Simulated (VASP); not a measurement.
# Ni (Fm-3m) in VASP: further runs

Aim: see how the results for Ni move with the level of theory and the settings. Levels: PBE, PBEsol+D4. Tasks: single point, relaxation of cell and atoms.

Everything below comes from runs of VASP 6.6.1. Logs are shortened: lines on timing, memory, paths and dates and some standing lists are left out, and cuts for length are marked.

### 1 The cell of the first run

Symmetry: Fm-3m, No. 225, cubic system. The conventional cell has a = 3.475 Å, b = 3.475 Å, c = 3.475 Å, α = 90.00°, β = 90.00°, γ = 90.00°. Within 3.2 Å of Ni (site symmetry m-3m) lie 12 Ni at 2.46 Å.

### 2 Single point, PBE, collinear spin, ferromagnetic start

The input, INCAR:

```
SYSTEM = Ni
  PREC = Accurate
  ENCUT = 520
  EDIFF = 1E-7
  ISMEAR = 0
  SIGMA = 0.025
  LREAL = .FALSE.
  LASPH = .TRUE.
  NELM = 150
  ALGO = Normal
  ISIF = 2
  LWAVE = .FALSE.
  LCHARG = .FALSE.
  ISPIN = 2
  MAGMOM = 1
  LORBIT = 11
  LMAXMIX = 4
  GGA = PE
  NBANDS = 15
```

The input, KPOINTS:

```
Automatic mesh
0
G
  13 13 13
  0 0 0
```

The input, POSCAR:

```
Ni
1.0
    0.0000000000      1.7375729330      1.7375729330
    1.7375729330      0.0000000000      1.7375729330
    1.7375729330      1.7375729330      0.0000000000
Ni
1
Direct
    0.0000000000      0.0000000000      0.0000000000
```

Potentials or basis: VASP PAW PBE potentials, release 64 (Ni).

Launch:

```bash
> cat potpaw_PBE.64/Ni/POTCAR > POTCAR
> mpirun -np 1 vasp_std > vasp.out
```

OUTCAR:

```text
SYSTEM = Ni
   PREC = Accurate
   ENCUT = 520
   EDIFF = 1E-7
   ISMEAR = 0
   LREAL = .FALSE.
   LASPH = .TRUE.
   NELM = 150
   ISIF = 2
   ISPIN = 2
   LORBIT = 11
   GGA = PE

 ion  position               nearest neighbor table
   1  0.000  0.000  0.000-

  LATTYP: Found a face centered cubic cell.
 ALAT       =     3.4751458660

  Lattice vectors:

 A1 = (   0.0000000000,   1.7375729330,   1.7375729330)
 A2 = (   1.7375729330,   0.0000000000,   1.7375729330)
 A3 = (   1.7375729330,   1.7375729330,   0.0000000000)

Analysis of symmetry for initial positions (statically):
=====================================================================
 Subroutine PRICEL returns:
 Original cell was already a primitive cell.

 Routine SETGRP: Setting up the symmetry group for a
 face centered cubic supercell.

 Subroutine GETGRP returns: Found 48 space group operations
 (whereof 48 operations were pure point group operations)
 out of a pool of 48 trial point group operations.

The static configuration has the point symmetry O_h .

Analysis of symmetry for dynamics (positions and initial velocities):
=====================================================================
 Subroutine PRICEL returns:
 Original cell was already a primitive cell.

 Routine SETGRP: Setting up the symmetry group for a
 face centered cubic supercell.

 Subroutine GETGRP returns: Found 48 space group operations
 (whereof 48 operations were pure point group operations)
 out of a pool of 48 trial point group operations.

The dynamic configuration has the point symmetry O_h .

Analysis of structural, dynamic, and magnetic symmetry:
=====================================================================
 Subroutine PRICEL returns:
 Original cell was already a primitive cell.

 Routine SETGRP: Setting up the symmetry group for a
 face centered cubic supercell.

 Subroutine GETGRP returns: Found 48 space group operations
 (whereof 48 operations were pure point group operations)
 out of a pool of 48 trial point group operations.

The overall configuration has the point symmetry O_h .

 Subroutine INISYM returns: Found 48 space group operations
 (whereof 48 operations are pure point group operations),
 and found     1 'primitive' translations

----------------------------------------------------------------------------------------

                                     Primitive cell

  volume of cell :      10.4920

  direct lattice vectors                    reciprocal lattice vectors
     0.000000000  1.737572933  1.737572933    -0.287757705  0.287757705  0.287757705
[... 119 lines left out ...]
 maximum number of plane-waves:       296
   NGX =  9   NGY =  9   NGZ =  9

 number of electron      10.0000000 magnetization       1.0000000

 number of electron       9.9999998 magnetization       0.6218940

 Free energy of the ion-electron system (eV)
  ---------------------------------------------------
  ext. energy  EPLUGINS =         0.00000000
  ---------------------------------------------------
  free energy    TOTEN  =        -5.46457599 eV

  energy without entropy =       -5.46407383  energy(sigma->0) =       -5.46432491

 E-fermi :   9.9172     XC(G=0): -13.4712

 val. band max:        9.9019972458   @ k =   0.3846   0.3846   0.0000
 cond. band min:       9.9213152552   @ k =   0.3846   0.0769   0.0000
 fundamental gap:      0.0193180094
 Fermi energy:         9.9172434130

 spin component 1

 k-point     1 :       0.0000    0.0000    0.0000
  band No.  band energies     occupation
      1       0.6317      1.00000
      2       7.3694      1.00000
      3       7.3694      1.00000
      4       7.3694      1.00000
      5       8.6159      1.00000
      6       8.6159      1.00000
      7      33.9263      0.00000
      8      38.0786      0.00000
      9      38.0786      0.00000
     10      38.0786      0.00000
     11      41.1400      0.00000
     12      41.1400      0.00000
     13      41.1400      0.00000
     14      44.0143      0.00000
[... 403 lines left out ...]
      4       7.8014      1.00000
      5       9.3331      1.00000
      6      10.7724      0.00000
      7      18.0535      0.00000
      8      29.0986      0.00000
      9      30.8747      0.00000
     10      33.0364      0.00000
     11      43.1486      0.00000
     12      43.4431      0.00000
     13      46.5480      0.00000
     14      49.8254      0.00000
     15      56.0264      0.00000

 [... further k-points ...]

 spin component 2

 k-point     1 :       0.0000    0.0000    0.0000
  band No.  band energies     occupation
      1       0.6043      1.00000
      2       8.1217      1.00000
      3       8.1217      1.00000
      4       8.1217      1.00000
      5       9.1864      1.00000
      6       9.1864      1.00000
      7      33.7801      0.00000
      8      38.0571      0.00000
      9      38.0571      0.00000
     10      38.0571      0.00000
     11      41.2523      0.00000
     12      41.2523      0.00000
     13      41.2523      0.00000
     14      43.8984      0.00000
[... 403 lines left out ...]
      4       8.4298      1.00000
      5      10.0782      0.00000
      6      11.2356      0.00000
      7      18.3258      0.00000
      8      29.1310      0.00000
      9      30.9542      0.00000
     10      33.0939      0.00000
     11      43.1316      0.00000
     12      43.4749      0.00000
     13      46.6040      0.00000
     14      50.0403      0.00000
     15      57.3804      0.00000

 [... further k-points ...]
[... 5 lines left out ...]
  --------------------------------------------------------------------------------------
  -------------------------------------------------------------------------------------
  Total        0.5106114      0.5106114      0.5106114      0.0000000      0.0000000     -0.0000000
  in kB       77.9725950     77.9725950     77.9725950      0.0000000      0.0000000     -0.0000000
  external PRESSURE =      77.9725950 kB  Pullay stress =       0.0000000 kB

 VOLUME and BASIS-vectors are now :
 -----------------------------------------------------------------------------
  energy-cutoff  :      520.00
  volume of cell :       10.49
      direct lattice vectors                 reciprocal lattice vectors
     0.000000000  1.737572933  1.737572933    -0.287757705  0.287757705  0.287757705
     1.737572933  0.000000000  1.737572933     0.287757705 -0.287757705  0.287757705
     1.737572933  1.737572933  0.000000000     0.287757705  0.287757705 -0.287757705

 POSITION                                       TOTAL-FORCE (eV/Angst)
 -----------------------------------------------------------------------------------
      0.00000      0.00000      0.00000         0.000000      0.000000      0.000000
 -----------------------------------------------------------------------------------
    total drift:                                0.000000     -0.000000      0.000000

  FREE ENERGIE OF THE ION-ELECTRON SYSTEM (eV)
  ---------------------------------------------------
  free  energy   TOTEN  =        -5.4645759884 eV

  energy  without entropy=       -5.4640738276  energy(sigma->0) =       -5.46432491

 total charge

# of ion       s       p       d       tot
------------------------------------------
    1        0.513   0.531   8.332   9.377

 magnetization (x)

# of ion       s       p       d       tot
------------------------------------------
    1       -0.005  -0.024   0.659   0.630
```

stdout:

```text
POSCAR found type information on POSCAR Ni
 POSCAR found :  1 types and       1 ions
 scaLAPACK will be used
 LDA part: xc-table for (Slater+PW92), standard interpolation
 POSCAR, INCAR and KPOINTS ok, starting setup
 FFT: planning ... GRIDC
 FFT: planning ... GRID_SOFT
 FFT: planning ... GRID
 WAVECAR not read
 entering main loop
```

Wall time 52 s (1 thread of Intel Xeon 8259CL, shared host); peak memory 0.14 GiB.

What came out:

```yaml
Free_energy: -5.4646 eV
Pressure: 7.8 GPa
Net_moment: 0.62 μB per cell
Site_moments: Ni +0.63 μB
Valence_electrons_inside_the_program's_atomic_spheres: Ni 9.38
```

Caveat: the cell stands under pressure.

### 3 Single point, PBE, collinear spin, ferromagnetic start

The input, INCAR:

```
SYSTEM = Ni
PREC     = Accurate       ! precision mode
ENCUT    = 520            ! plane-wave cutoff, eV
EDIFF    = 1E-6           ! SCF threshold, eV
ISMEAR   = 0              ! smearing method
SIGMA    = 0.012          ! smearing width, eV
LREAL    = .False.        ! projectors in reciprocal space
LASPH    = .True.         ! aspherical terms in the spheres
NELM     = 150            ! most SCF steps
ALGO     = Normal         ! electronic algorithm
ISIF     = 2              ! what is computed and relaxed
LWAVE    = .False.        ! write WAVECAR
LCHARG   = .True.         ! write CHGCAR
ISPIN    = 2              ! spin polarisation
MAGMOM   = 1              ! initial moments
LORBIT   = 11             ! projections on sites
LMAXMIX  = 4              ! l up to which the mixer works
GGA      = PE             ! functional
LELF     = .True.         ! ELF
LVHAR    = .True.       
NBANDS   = 15             ! bands
```

The input, KPOINTS:

```
regular mesh
0
Gamma
  13 13 13
  0 0 0
```

POSCAR is that of step 2.

Potentials or basis: VASP PAW PBE potentials, release 64 (Ni).

Launch:

```bash
> cat potpaw_PBE.64/Ni/POTCAR > POTCAR
> mpirun -np 1 vasp_std > vasp.out
```

Wall time 43 s (1 thread of Intel Xeon 8259CL, shared host); peak memory 0.14 GiB.

Results (log left out):

* Free energy: -5.4644 eV
* Pressure: 7.8 GPa
* Net moment: 0.62 μB per cell
* Site moments: Ni +0.63 μB
* Valence electrons inside the program's atomic spheres: Ni 9.38

Levels at points of the mesh, in eV from the Fermi level:
Spin up:
| k point | band 2 | band 3 | band 4 | band 5 | band 6 | band 7 | band 8 | band 9 |
| --- | --- | --- | --- | --- | --- | --- | --- | --- |
| (0.00, 0.00, 0.00) | -2.55 | -2.55 | -2.55 | -1.31 | -1.31 | 24.00 | 28.16 | 28.16 |
Spin down:
```tsv
k point	band 3	band 4	band 5	band 6	band 7	band 8
(0.00, 0.00, 0.00)	-1.80	-1.80	-0.74	-0.74	23.86	28.13
```

Caveat: the cell stands under pressure.

(Part 1 of 2 ends here.)
